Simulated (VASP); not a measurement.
Runs of VASP 6.6.1 on La. The structure is that of space group Fm-3m (No. 225), or close to it. The cells are those of the table. This isn't the form of La at room conditions, which is double hcp.

```csv
task,cell,k mesh,cutoff (eV),gap on the mesh (eV),pressure (GPa)
relaxation of cell and atoms,"relaxed from a = 3.754 Å, angles 60.0°, 1 atom",10 × 10 × 10,600,none,0.0
single point,"a = 3.940 Å, angles 60.0°, 1 atom",16 × 16 × 16,520,none,-1.8
single point,"a = 3.890 Å, angles 60.0°, 1 atom",16 × 16 × 16,520,none,(a)
single point,"a = 3.840 Å, angles 60.0°, 1 atom",16 × 16 × 16,520,none,-0.1
single point,"a = 3.680 Å, angles 60.0°, 1 atom",16 × 16 × 16,520,none,3.6
```

Alike in all rows: level BLYP; potentials or basis VASP PAW PBE potentials, release 64 (La); no spin polarisation; smearing fermi-dirac 0.1 eV.

**Question.** Estimate the missing entries.

**Answer.** (a) -1.0.

Caveats: the PAW data sets were made with another functional, which shifts forces and pressure a little; spin-orbit coupling is left out, which moves the levels of the heavy elements; the cell stands under pressure (at least some runs).

A k mesh can miss the band edges, and the runs leave out spin-orbit coupling on La.

A gap of «none» marks levels without a gap at the run's occupations.
